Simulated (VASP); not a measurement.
# ZnO (Fm-3m) in VASP: single point with HSE06

Aim: the single point of ZnO with HSE06.

Everything below comes from runs of VASP 6.6.1. Logs are shortened: lines on timing, memory, paths and dates and some standing lists are left out, and cuts for length are marked.

**1. The cell of the first run**

The structure is cubic, space group Fm-3m (No. 225). The conventional cell has a = 4.289 Å, b = 4.289 Å, c = 4.289 Å, α = 90.00°, β = 90.00°, γ = 90.00°. Zn (site symmetry m-3m) has 6 O at 2.14 Å within 2.8 Å. Within 2.8 Å of O (site symmetry m-3m) lie 6 Zn at 2.14 Å.

**2. Single point, HSE06 (strain +0.5%)**

Contents of POSCAR:

```
ZnO
1.0
    0.0000000000      2.1444392384      2.1444392384
    2.1444392384      0.0000000000      2.1444392384
    2.1444392384      2.1444392384      0.0000000000
Zn O
1 1
Direct
    0.0000000000      0.0000000000      0.0000000000
    0.5000000000      0.5000000000      0.5000000000
```

Contents of INCAR.step1:

```
PREC = Accurate
ENCUT = 520
EDIFF = 1E-5
ISMEAR = 0
SIGMA = 0.01
LREAL = F
LASPH = T
NELM = 120
ALGO = Normal
ISIF = 2
LWAVE = T
NBANDS = 16
GGA = PE
GGA_COMPAT = F
KPAR = 4
```

Contents of INCAR.step2:

```
PREC = Accurate
ENCUT = 520
EDIFF = 1E-6
ISMEAR = 0
SIGMA = 0.01
LREAL = F
LASPH = T
NELM = 120
ALGO = Normal
ISIF = 2
LWAVE = F
LCHARG = T
GGA = PE
LHFCALC = T
HFSCREEN = 0.2079
PRECFOCK = Normal
LVHAR = T
NBANDS = 16
ISTART = 1
GGA_COMPAT = F
KPAR = 4
```

Contents of KPOINTS:

```
Automatic mesh
0
Gamma
  8 8 8
```

Potentials or basis: VASP PAW PBE potentials, release 64 (Zn, O).

Run with:

```sh
$ cat potpaw_PBE.64/Zn/POTCAR potpaw_PBE.64/O/POTCAR > POTCAR
$ cp INCAR.step1 INCAR
$ mpirun -np 4 vasp_std > vasp.out
$ cp INCAR.step2 INCAR
$ mpirun -np 4 vasp_std > vasp.out
```

OUTCAR:

```text
PREC = Accurate
   ENCUT = 520
   EDIFF = 1E-6
   ISMEAR = 0
   LREAL = F
   LASPH = T
   NELM = 120
   ISIF = 2
   GGA = PE
   LHFCALC = T
   HFSCREEN = 0.2079
   PRECFOCK = Normal
   ISTART = 1

 ion  position               nearest neighbor table
   1  0.000  0.000  0.000-   2 2.14   2 2.14   2 2.14   2 2.14   2 2.14   2 2.14
   2  0.500  0.500  0.500-   1 2.14   1 2.14   1 2.14   1 2.14   1 2.14   1 2.14

  LATTYP: Found a face centered cubic cell.
 ALAT       =     4.2888784768

  Lattice vectors:

 A1 = (   0.0000000000,   2.1444392384,   2.1444392384)
 A2 = (   2.1444392384,   0.0000000000,   2.1444392384)
 A3 = (   2.1444392384,   2.1444392384,   0.0000000000)

Analysis of symmetry for initial positions (statically):
=====================================================================
 Subroutine PRICEL returns:
 Original cell was already a primitive cell.

 Routine SETGRP: Setting up the symmetry group for a
 face centered cubic supercell.

 Subroutine GETGRP returns: Found 48 space group operations
 (whereof 48 operations were pure point group operations)
 out of a pool of 48 trial point group operations.

The static configuration has the point symmetry O_h .

Analysis of symmetry for dynamics (positions and initial velocities):
=====================================================================
 Subroutine PRICEL returns:
 Original cell was already a primitive cell.

 Routine SETGRP: Setting up the symmetry group for a
 face centered cubic supercell.

 Subroutine GETGRP returns: Found 48 space group operations
 (whereof 48 operations were pure point group operations)
 out of a pool of 48 trial point group operations.

The dynamic configuration has the point symmetry O_h .

 Subroutine INISYM returns: Found 48 space group operations
 (whereof 48 operations are pure point group operations),
 and found     1 'primitive' translations

----------------------------------------------------------------------------------------

                                     Primitive cell

  volume of cell :      19.7229

  direct lattice vectors                    reciprocal lattice vectors
     0.000000000  2.144439238  2.144439238    -0.233161188  0.233161188  0.233161188
     2.144439238  0.000000000  2.144439238     0.233161188 -0.233161188  0.233161188
     2.144439238  2.144439238  0.000000000     0.233161188  0.233161188 -0.233161188

  length of vectors
     3.032695055  3.032695055  3.032695055     0.403847024  0.403847024  0.403847024

  position of ions in fractional coordinates (direct lattice)
     0.000000000  0.000000000  0.000000000
     0.500000000  0.500000000  0.500000000

  ion indices of the primitive-cell ions
   primitive index   ion index
                 1           1
                 2           2

----------------------------------------------------------------------------------------

 KPOINTS: Automatic mesh

Automatic generation of k-mesh.
 Grid dimensions read from file:
 generate k-points for:    8    8    8

 Generating k-lattice:

  Cartesian coordinates                     Fractional coordinates (reciprocal lattice)
    -0.029145148  0.029145148  0.029145148     0.125000000  0.000000000  0.000000000
     0.029145148 -0.029145148  0.029145148     0.000000000  0.125000000  0.000000000
     0.029145148  0.029145148 -0.029145148     0.000000000  0.000000000  0.125000000

  Length of vectors
     0.050480878  0.050480878  0.050480878

  Shift w.r.t. Gamma in fractional coordinates (k-lattice)
     0.000000000  0.000000000  0.000000000

 Subroutine IBZKPT returns following result:
 ===========================================

 Found     29 irreducible k-points:

 Following reciprocal coordinates:
            Coordinates               Weight
  0.000000  0.000000  0.000000      1.000000
  0.125000  0.000000  0.000000      8.000000
  0.250000  0.000000  0.000000      8.000000
  0.375000  0.000000  0.000000      8.000000
  0.500000  0.000000  0.000000      4.000000
  0.125000  0.125000  0.000000      6.000000
[... 16 lines left out ...]
  0.500000  0.250000  0.125000     48.000000
 -0.375000  0.250000  0.125000     24.000000
 [... further k-points ...]
   k-points           NKPTS =     29   k-points in BZ     NKDIM =    512   number of bands    NBANDS=     16
   number of dos      NEDOS =    301   number of ions     NIONS =      2
   total plane-waves  NPLWV =  13824
   dimension x,y,z NGX =    24 NGY =   24 NGZ =   24
   dimension x,y,z NGXF=    48 NGYF=   48 NGZF=   48
   ions per type =               1   1
   NGX,Y,Z   is equivalent  to a cutoff of  13.16, 13.16, 13.16 a.u.
   NGXF,Y,Z  is equivalent  to a cutoff of  26.31, 26.31, 26.31 a.u.
 SYSTEM =  unknown system
   PREC   = accura    normal or accurate (medium, high low for compatibility)
   ISTART =      1    job   : 0-new  1-cont  2-samecut
   ICHARG =      0    charge: 1-file 2-atom 10-const
   ISPIN  =      1    spin polarized calculation?
   LNONCOLLINEAR =      F non collinear calculations
   LSORBIT =      F    spin-orbit coupling
   LASPH  =      T    aspherical Exc in radial PAW
   ENCUT  =  520.0 eV  38.22 Ry    6.18 a.u.   5.64  5.64  5.64*2*pi/ulx,y,z
   NELM   =    120;   NELMIN=  2; NELMDL=  0     # of ELM steps
   EDIFF  = 0.1E-05   stopping-criterion for ELM
   LREAL  =      F    real-space projection
   EDIFFG = 0.1E-04   stopping-criterion for IOM
   NSW    =      0    number of steps for IOM
   IBRION =     -1    ionic relax: 0-MD 1-quasi-New 2-CG
   NFREE  =      0    steps in history (QN), initial steepest desc. (CG)
   ISIF   =      2    stress and relaxation
   ISYM   =      3    0-nonsym 1-usesym 2-fastsym
   POTIM  = 0.5000    time-step for ionic-motion
   TEBEG  =    0.0;   TEEND  =   0.0 temperature during run
   PSTRESS=    0.0 pullay stress
   NELECT =      18.0000    total number of electrons
   NUPDOWN=      -1.0000    fix difference up-down
   EMIN   =  10.00;   EMAX   =-10.00  energy-range for DOS
   EFERMI =   0.00;   METHOD = LEGACY
   ISMEAR =     0;   SIGMA  =   0.01  broadening in eV -4-tet -1-fermi 0-gaus
   EFERMI_NEDOS =   21; number of points for ismear=-14 and -15
   IALGO  =     38    algorithm
   IMIX   =      1    mixing-type and parameters
     AMIX     =   0.40;   BMIX     =  1.00
     AMIX_MAG =   1.60;   BMIX_MAG =  1.00
  volume/ion in A,a.u.               =       9.86        66.55
  Fermi-wavevector in a.u.,A,eV,Ry     =   1.587969  3.000826 34.309055  2.521644
  Thomas-Fermi vector in A             =   2.687044
   LORBIT       =      0    0 simple, 1 ext, 2 COOP (PROOUT), +10 PAW based schemes
   GGA     = PE    functional components
   LHFCALC =     T    Hartree Fock is set to
   PRECFOCK=normal    Normal, Fast or Accurate (Low or Medium for compatibility)
   ENCUT4O =  -1.0   cutoff for four orbital integrals eV
   NKREDX  =     1    reduce k-point grid by
   NKREDY  =     1    reduce k-point grid by
   NKREDZ  =     1    reduce k-point grid by
   AEXX    =    0.2500 exact exchange contribution
   HFSCREEN=    0.2079 screening length (either q_TF or 0.3 A-1)
   HFSCREENC=   0.2079 screening length for correlation (either q_TF or 0.3 A-1)
   ENCUTFOCK=  -1.0 apply spherical cutoff to Coloumb kernel
   IVDW    =     0    specifies the selected vdW correction
   LEPSILON=     F    determine dielectric tensor
   LRPA    =     F    only Hartree local field effects (RPA)
 non-spin polarized calculation
 Gauss-broadening in eV      SIGMA  =   0.01
  energy-cutoff  :      520.00
  volume of cell :       19.72
 maximum number of plane-waves:       544
  NGX = 18; NGY = 18; NGZ = 18

 number of electron      18.0000010 magnetization

 Free energy of the ion-electron system (eV)
  ---------------------------------------------------
  ext. energy  EPLUGINS =         0.00000000
  ---------------------------------------------------
  free energy    TOTEN  =       -11.09843951 eV

  energy without entropy =      -11.09843951  energy(sigma->0) =      -11.09843951

 E-fermi :   1.4443     XC(G=0):  -9.9904

 val. band max:        1.3790230441   @ k =   0.5000   0.0000   0.0000
 cond. band min:       3.9643435559   @ k =   0.0000   0.0000   0.0000
 fundamental gap:      2.5853205117
 Fermi energy:         1.4442797089

 k-point     1 :       0.0000    0.0000    0.0000
  band No.  band energies     occupation
      1     -18.5979      2.00000
      2      -4.5732      2.00000
      3      -4.5732      2.00000
      4      -4.5732      2.00000
      5      -4.4504      2.00000
      6      -4.4504      2.00000
[... 8 lines left out ...]
     15      23.3916      0.00000
     16      23.3916      0.00000

 k-point     2 :       0.1250    0.0000    0.0000
  band No.  band energies     occupation
      1     -18.4221      2.00000
      2      -4.6685      2.00000
      3      -4.6470      2.00000
      4      -4.6470      2.00000
      5      -4.4915      2.00000
      6      -4.4915      2.00000
[... 8 lines left out ...]
     15      23.3030      0.00000
     16      23.3030      0.00000

 k-point     3 :       0.2500    0.0000    0.0000
  band No.  band energies     occupation
      1     -17.9635      2.00000
      2      -5.1426      2.00000
      3      -5.0027      2.00000
      4      -5.0027      2.00000
      5      -4.3663      2.00000
      6      -4.3663      2.00000
[... 8 lines left out ...]
     15      24.5537      0.00000
     16      24.5537      0.00000

 k-point     4 :       0.3750    0.0000    0.0000
  band No.  band energies     occupation
      1     -17.4428      2.00000
      2      -6.0325      2.00000
      3      -5.3201      2.00000
      4      -5.3201      2.00000
      5      -4.2306      2.00000
      6      -4.2306      2.00000
[... 8 lines left out ...]
     15      26.7118      0.00000
     16      26.7118      0.00000

 k-point     5 :       0.5000    0.0000    0.0000
  band No.  band energies     occupation
      1     -17.2031      2.00000
      2      -6.4864      2.00000
      3      -5.4417      2.00000
      4      -5.4417      2.00000
      5      -4.1734      2.00000
      6      -4.1734      2.00000
[... 8 lines left out ...]
     15      28.3912      0.00000
     16      28.3912      0.00000

 k-point     6 :       0.1250    0.1250    0.0000
  band No.  band energies     occupation
      1     -18.3681      2.00000
      2      -4.8452      2.00000
      3      -4.6306      2.00000
      4      -4.5541      2.00000
      5      -4.5541      2.00000
      6      -4.4223      2.00000
[... 8 lines left out ...]
     15      25.7564      0.00000
     16      26.1543      0.00000
[... 267 lines left out ...]
 k-point    21 :       0.5000    0.5000    0.0000
  band No.  band energies     occupation
      1     -17.0979      2.00000
      2      -4.9669      2.00000
      3      -4.3014      2.00000
      4      -4.2577      2.00000
      5      -4.0547      2.00000
      6      -4.0547      2.00000
[... 8 lines left out ...]
     15      30.5918      0.00000
     16      35.0625      0.00000

 k-point    22 :       0.3750    0.2500    0.1250
  band No.  band energies     occupation
      1     -17.6601      2.00000
      2      -5.5518      2.00000
      3      -4.9501      2.00000
      4      -4.8658      2.00000
      5      -4.3838      2.00000
      6      -4.2173      2.00000
[... 8 lines left out ...]
     15      27.8495      0.00000
     16      28.0366      0.00000

 k-point    23 :       0.5000    0.2500    0.1250
  band No.  band energies     occupation
      1     -17.2733      2.00000
      2      -5.7639      2.00000
      3      -5.2291      2.00000
      4      -5.0247      2.00000
      5      -4.2726      2.00000
      6      -4.1469      2.00000
[... 8 lines left out ...]
     15      27.0387      0.00000
     16      29.1554      0.00000

 k-point    24 :      -0.3750    0.2500    0.1250
  band No.  band energies     occupation
      1     -17.1021      2.00000
      2      -5.8586      2.00000
      3      -5.2263      2.00000
      4      -5.2262      2.00000
      5      -4.1950      2.00000
      6      -4.1617      2.00000
[... 8 lines left out ...]
     15      25.2948      0.00000
     16      29.9624      0.00000

 [... further k-points ...]
[... 5 lines left out ...]
  --------------------------------------------------------------------------------------
  -------------------------------------------------------------------------------------
  Total       -0.0605449     -0.0605449     -0.0605449      0.0000000      0.0000000      0.0000000
  in kB       -4.9183202     -4.9183202     -4.9183202      0.0000000      0.0000000      0.0000000
  external PRESSURE =      -4.9183202 kB  Pullay stress =       0.0000000 kB

 VOLUME and BASIS-vectors are now :
 -----------------------------------------------------------------------------
  energy-cutoff  :      520.00
  volume of cell :       19.72
      direct lattice vectors                 reciprocal lattice vectors
     0.000000000  2.144439238  2.144439238    -0.233161188  0.233161188  0.233161188
     2.144439238  0.000000000  2.144439238     0.233161188 -0.233161188  0.233161188
     2.144439238  2.144439238  0.000000000     0.233161188  0.233161188 -0.233161188

 POSITION                                       TOTAL-FORCE (eV/Angst)
 -----------------------------------------------------------------------------------
      0.00000      0.00000      0.00000        -0.000000     -0.000000     -0.000000
      2.14444      2.14444      2.14444         0.000000      0.000000      0.000000
 -----------------------------------------------------------------------------------
    total drift:                               -0.000013     -0.000008     -0.000003

  FREE ENERGIE OF THE ION-ELECTRON SYSTEM (eV)
  ---------------------------------------------------
  free  energy   TOTEN  =       -11.0984395130 eV

  energy  without entropy=      -11.0984395130  energy(sigma->0) =      -11.09843951
```

Wall time 45 min (4 MPI ranks of AMD EPYC 7R43 (Zen 3), shared host); peak memory 0.21 GiB.

What came out:

- Free energy: -11.0984 eV
- Pressure: -0.5 GPa
- Band gap on the k mesh: 2.59 eV (least direct gap 3.77 eV)

Caveat: the cell differs from its parent crystal (strain +0.5%); the structure was generated, so it needn't be the stable form of ZnO; the PAW data sets were made with another functional, which shifts forces and pressure a little. A k mesh can miss the band edges.
